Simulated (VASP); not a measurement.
# Cs (Pm-3m) in VASP: single point with LDA

Aim: the single point of Cs with LDA.

All numbers are computed with VASP 6.6.1; they aren't measurements. Logs are shortened: lines on timing, memory, paths and dates and some standing lists are left out, and cuts for length are marked.

### 1 The cell of the first run

The structure is cubic, space group Pm-3m (No. 221). The conventional cell has a = 4.509 Å, b = 4.509 Å, c = 4.509 Å, α = 90.00°, β = 90.00°, γ = 90.00°.

### 2 Single point, LDA

Contents of INCAR:

```
PREC = Accurate
ENCUT = 520
EDIFF = 1E-6
ISMEAR = -1
SIGMA = 0.3
LREAL = False
LASPH = True
NELM = 80
ALGO = Normal
ISIF = 2
LWAVE = False
LCHARG = True
LELF = True
LVHAR = True
NBANDS = 10
```

Contents of KPOINTS:

```
Automatic mesh
0
Gamma
  5 5 5
```

Contents of POSCAR:

```
Cs
1.0
    4.5087880000      0.0000000000      0.0000000000
    0.0000000000      4.5087880000      0.0000000000
    0.0000000000      0.0000000000      4.5087880000
Cs
1
Direct
    0.0000000000      0.0000000000      0.0000000000
```

Potentials or basis: VASP PAW LDA potentials, release 64 (Cs_sv).

Started as:

```bash
> cat potpaw_LDA.64/Cs_sv/POTCAR > POTCAR
> mpirun -np 1 vasp_std > vasp.out
```

OUTCAR:

```text
PREC = Accurate
   ENCUT = 520
   EDIFF = 1E-6
   ISMEAR = -1
   LREAL = False
   LASPH = True
   NELM = 80
   ISIF = 2

 ion  position               nearest neighbor table
   1  0.000  0.000  0.000-

  LATTYP: Found a simple cubic cell.
 ALAT       =     4.5087880000

  Lattice vectors:

 A1 = (   4.5087880000,   0.0000000000,   0.0000000000)
 A2 = (   0.0000000000,   4.5087880000,   0.0000000000)
 A3 = (   0.0000000000,   0.0000000000,   4.5087880000)

Analysis of symmetry for initial positions (statically):
=====================================================================
 Subroutine PRICEL returns:
 Original cell was already a primitive cell.

 Routine SETGRP: Setting up the symmetry group for a
 simple cubic supercell.

 Subroutine GETGRP returns: Found 48 space group operations
 (whereof 48 operations were pure point group operations)
 out of a pool of 48 trial point group operations.

The static configuration has the point symmetry O_h .

Analysis of symmetry for dynamics (positions and initial velocities):
=====================================================================
 Subroutine PRICEL returns:
 Original cell was already a primitive cell.

 Routine SETGRP: Setting up the symmetry group for a
 simple cubic supercell.

 Subroutine GETGRP returns: Found 48 space group operations
 (whereof 48 operations were pure point group operations)
 out of a pool of 48 trial point group operations.

The dynamic configuration has the point symmetry O_h .

 Subroutine INISYM returns: Found 48 space group operations
 (whereof 48 operations are pure point group operations),
 and found     1 'primitive' translations

----------------------------------------------------------------------------------------

                                     Primitive cell

  volume of cell :      91.6599

  direct lattice vectors                    reciprocal lattice vectors
     4.508788000  0.000000000  0.000000000     0.221789093  0.000000000  0.000000000
     0.000000000  4.508788000  0.000000000     0.000000000  0.221789093  0.000000000
     0.000000000  0.000000000  4.508788000     0.000000000  0.000000000  0.221789093

  length of vectors
     4.508788000  4.508788000  4.508788000     0.221789093  0.221789093  0.221789093

  position of ions in fractional coordinates (direct lattice)
     0.000000000  0.000000000  0.000000000

  ion indices of the primitive-cell ions
   primitive index   ion index
                 1           1

----------------------------------------------------------------------------------------

 KPOINTS: Automatic mesh

Automatic generation of k-mesh.
 Grid dimensions read from file:
 generate k-points for:    5    5    5

 Generating k-lattice:

  Cartesian coordinates                     Fractional coordinates (reciprocal lattice)
     0.044357819  0.000000000  0.000000000     0.200000000  0.000000000  0.000000000
     0.000000000  0.044357819  0.000000000     0.000000000  0.200000000  0.000000000
     0.000000000  0.000000000  0.044357819     0.000000000  0.000000000  0.200000000

  Length of vectors
     0.044357819  0.044357819  0.044357819

  Shift w.r.t. Gamma in fractional coordinates (k-lattice)
     0.000000000  0.000000000  0.000000000

 Subroutine IBZKPT returns following result:
 ===========================================

 Found     10 irreducible k-points:

 Following reciprocal coordinates:
            Coordinates               Weight
  0.000000  0.000000  0.000000      1.000000
  0.200000  0.000000  0.000000      6.000000
  0.400000  0.000000  0.000000      6.000000
  0.200000  0.200000  0.000000     12.000000
  0.400000  0.200000  0.000000     24.000000
  0.400000  0.400000  0.000000     12.000000
  0.200000  0.200000  0.200000      8.000000
  0.400000  0.200000  0.200000     24.000000
  0.400000  0.400000  0.200000     24.000000
  0.400000  0.400000  0.400000      8.000000
   k-points           NKPTS =     10   k-points in BZ     NKDIM =     10   number of bands    NBANDS=     10
   number of dos      NEDOS =    301   number of ions     NIONS =      1
   total plane-waves  NPLWV =  46656
   dimension x,y,z NGX =    36 NGY =   36 NGZ =   36
   dimension x,y,z NGXF=    72 NGYF=   72 NGZF=   72
   ions per type =               1
   NGX,Y,Z   is equivalent  to a cutoff of  13.27, 13.27, 13.27 a.u.
   NGXF,Y,Z  is equivalent  to a cutoff of  26.55, 26.55, 26.55 a.u.
 SYSTEM =  unknown system
   PREC   = accura    normal or accurate (medium, high low for compatibility)
   ISTART =      0    job   : 0-new  1-cont  2-samecut
   ICHARG =      2    charge: 1-file 2-atom 10-const
   ISPIN  =      1    spin polarized calculation?
   LNONCOLLINEAR =      F non collinear calculations
   LSORBIT =      F    spin-orbit coupling
   LASPH  =      T    aspherical Exc in radial PAW
   ENCUT  =  520.0 eV  38.22 Ry    6.18 a.u.   8.38  8.38  8.38*2*pi/ulx,y,z
   NELM   =     80;   NELMIN=  2; NELMDL= -5     # of ELM steps
   EDIFF  = 0.1E-05   stopping-criterion for ELM
   LREAL  =      F    real-space projection
   EDIFFG = 0.1E-04   stopping-criterion for IOM
   NSW    =      0    number of steps for IOM
   IBRION =     -1    ionic relax: 0-MD 1-quasi-New 2-CG
   NFREE  =      0    steps in history (QN), initial steepest desc. (CG)
   ISIF   =      2    stress and relaxation
   ISYM   =      2    0-nonsym 1-usesym 2-fastsym
   POTIM  = 0.5000    time-step for ionic-motion
   TEBEG  =    0.0;   TEEND  =   0.0 temperature during run
   PSTRESS=    0.0 pullay stress
   NELECT =       9.0000    total number of electrons
   NUPDOWN=      -1.0000    fix difference up-down
   EMIN   =  10.00;   EMAX   =-10.00  energy-range for DOS
   EFERMI =   0.00;   METHOD = LEGACY
   ISMEAR =    -1;   SIGMA  =   0.30  broadening in eV -4-tet -1-fermi 0-gaus
   EFERMI_NEDOS =   21; number of points for ismear=-14 and -15
   IALGO  =     38    algorithm
   IMIX   =      4    mixing-type and parameters
     AMIX     =   0.40;   BMIX     =  1.00
     AMIX_MAG =   1.60;   BMIX_MAG =  1.00
  volume/ion in A,a.u.               =      91.66       618.55
  Fermi-wavevector in a.u.,A,eV,Ry     =   0.755259  1.427232  7.760981  0.570416
  Thomas-Fermi vector in A             =   1.853113
   LORBIT       =      0    0 simple, 1 ext, 2 COOP (PROOUT), +10 PAW based schemes
   GGA     = CA    functional components
   LHFCALC =     F    Hartree Fock is set to
   AEXX    =    0.0000 exact exchange contribution
   IVDW    =     0    specifies the selected vdW correction
   LEPSILON=     F    determine dielectric tensor
   LRPA    =     F    only Hartree local field effects (RPA)
 non-spin polarized calculation
  energy-cutoff  :      520.00
  volume of cell :       91.66
 maximum number of plane-waves:      2517
 NGX is ok and might be reduce to    36
   NGX = 17   NGY = 17   NGZ = 17

 number of electron       8.9999999 magnetization

 Free energy of the ion-electron system (eV)
  ---------------------------------------------------
  ext. energy  EPLUGINS =         0.00000000
  ---------------------------------------------------
  free energy    TOTEN  =        -1.06576505 eV

  energy without entropy =       -0.71228378  energy(sigma->0) =       -0.88902442

 E-fermi :   0.8227     XC(G=0):  -6.1432

 val. band max:        0.7751344211   @ k =   0.4000   0.2000   0.0000
 cond. band min:       1.0265309264   @ k =   0.4000   0.4000   0.0000
 fundamental gap:      0.2513965053
 Fermi energy:         0.8226500805

 k-point     1 :       0.0000    0.0000    0.0000
  band No.  band energies     occupation
      1     -22.9705      2.00000
      2      -9.5914      2.00000
      3      -9.5914      2.00000
      4      -9.5914      2.00000
      5      -0.9577      1.99472
      6       2.0882      0.02902
      7       2.0882      0.02902
      8       5.9868      0.00000
      9       5.9868      0.00000
     10       5.9868      0.00000

 k-point     2 :       0.2000    0.0000    0.0000
  band No.  band energies     occupation
      1     -22.9616      2.00000
      2      -9.7494      2.00000
      3      -9.5776      2.00000
      4      -9.5776      2.00000
      5      -0.5361      1.97865
      6       2.2425      0.01745
      7       2.3210      0.01346
      8       4.9703      0.00000
      9       4.9703      0.00000
     10       5.9068      0.00000

 k-point     3 :       0.4000    0.0000    0.0000
  band No.  band energies     occupation
      1     -22.9472      2.00000
      2      -9.9866      2.00000
      3      -9.5551      2.00000
      4      -9.5551      2.00000
      5       0.4047      1.60218
      6       1.9457      0.04625
      7       2.5457      0.00639
      8       4.1684      0.00003
      9       4.1684      0.00003
     10       6.1935      0.00000

 k-point     4 :       0.2000    0.2000    0.0000
  band No.  band energies     occupation
      1     -22.9528      2.00000
      2      -9.7400      2.00000
      3      -9.7247      2.00000
      4      -9.5641      2.00000
      5      -0.1305      1.91993
      6       2.3496      0.01224
      7       2.6260      0.00489
      8       3.9435      0.00006
      9       4.9227      0.00000
     10       5.3461      0.00000

 k-point     5 :       0.4000    0.2000    0.0000
  band No.  band energies     occupation
      1     -22.9385      2.00000
      2      -9.9654      2.00000
      3      -9.7044      2.00000
      4      -9.5421      2.00000
      5       0.7751      1.07903
      6       1.8409      0.06495
      7       2.9101      0.00190
      8       3.7653      0.00011
      9       4.3030      0.00002
     10       5.3771      0.00000

 k-point     6 :       0.4000    0.4000    0.0000
  band No.  band energies     occupation
      1     -22.9244      2.00000
      2      -9.9329      2.00000
      3      -9.9276      2.00000
      4      -9.5208      2.00000
      5       1.0265      0.67270
      6       1.9492      0.04572
      7       3.5193      0.00025
      8       3.6789      0.00015
      9       4.5290      0.00001
     10       4.6239      0.00001

 k-point     7 :       0.2000    0.2000    0.2000
  band No.  band energies     occupation
      1     -22.9441      2.00000
      2      -9.7300      2.00000
      3      -9.7087      2.00000
      4      -9.7087      2.00000
      5       0.2489      1.74256
      6       2.7224      0.00355
      7       2.7224      0.00355
      8       3.7945      0.00010
      9       4.2928      0.00002
     10       4.2928      0.00002

 k-point     8 :       0.4000    0.2000    0.2000
  band No.  band energies     occupation
      1     -22.9299      2.00000
      2      -9.9448      2.00000
      3      -9.6949      2.00000
      4      -9.6825      2.00000
      5       1.0595      0.62455
      6       2.1014      0.02779
      7       2.8921      0.00202
      8       3.4519      0.00031
      9       4.3489      0.00002
     10       4.6985      0.00000

 k-point     9 :       0.4000    0.4000    0.2000
  band No.  band energies     occupation
      1     -22.9160      2.00000
      2      -9.9134      2.00000
      3      -9.9083      2.00000
      4      -9.6628      2.00000
      5       1.2281      0.41125
      6       2.3711      0.01140
      7       2.7665      0.00306
      8       3.3457      0.00045
      9       4.8223      0.00000
     10       4.9748      0.00000

 k-point    10 :       0.4000    0.4000    0.4000
  band No.  band energies     occupation
      1     -22.9022      2.00000
      2      -9.8833      2.00000
      3      -9.8767      2.00000
      4      -9.8767      2.00000
      5       1.6034      0.13796
      6       2.0408      0.03390
      7       2.0408      0.03390
      8       4.8877      0.00000
      9       5.1104      0.00000
     10       5.2298      0.00000

------------------------ aborting loop because EDIFF is reached ----------------------------------------

  FORCE on cell =-STRESS in cart. coord.  units (eV):
  Direction    XX          YY          ZZ          XY          YZ          ZX
  --------------------------------------------------------------------------------------
  -------------------------------------------------------------------------------------
  Total        0.0821696      0.0821696      0.0821696      0.0000000      0.0000000     -0.0000000
  in kB        1.4362912      1.4362912      1.4362912      0.0000000      0.0000000     -0.0000000
  external PRESSURE =       1.4362912 kB  Pullay stress =       0.0000000 kB

 VOLUME and BASIS-vectors are now :
 -----------------------------------------------------------------------------
  energy-cutoff  :      520.00
  volume of cell :       91.66
      direct lattice vectors                 reciprocal lattice vectors
     4.508788000  0.000000000  0.000000000     0.221789093  0.000000000  0.000000000
     0.000000000  4.508788000  0.000000000     0.000000000  0.221789093  0.000000000
     0.000000000  0.000000000  4.508788000     0.000000000  0.000000000  0.221789093

 POSITION                                       TOTAL-FORCE (eV/Angst)
 -----------------------------------------------------------------------------------
      0.00000      0.00000      0.00000         0.000000      0.000000      0.000000
 -----------------------------------------------------------------------------------
    total drift:                                0.000000     -0.000000     -0.000000

  FREE ENERGIE OF THE ION-ELECTRON SYSTEM (eV)
  ---------------------------------------------------
  free  energy   TOTEN  =        -1.0657650541 eV

  energy  without entropy=       -0.7122837784  energy(sigma->0) =       -0.88902442
```

It took 16 s on 1 thread of AMD EPYC 7R13, shared host; peak memory 0.13 GiB.

Results:

```
Free energy : -1.0658 eV
Pressure    : 0.1 GPa
```

Caveat: spin-orbit coupling is left out, which moves the levels of the heavy elements.
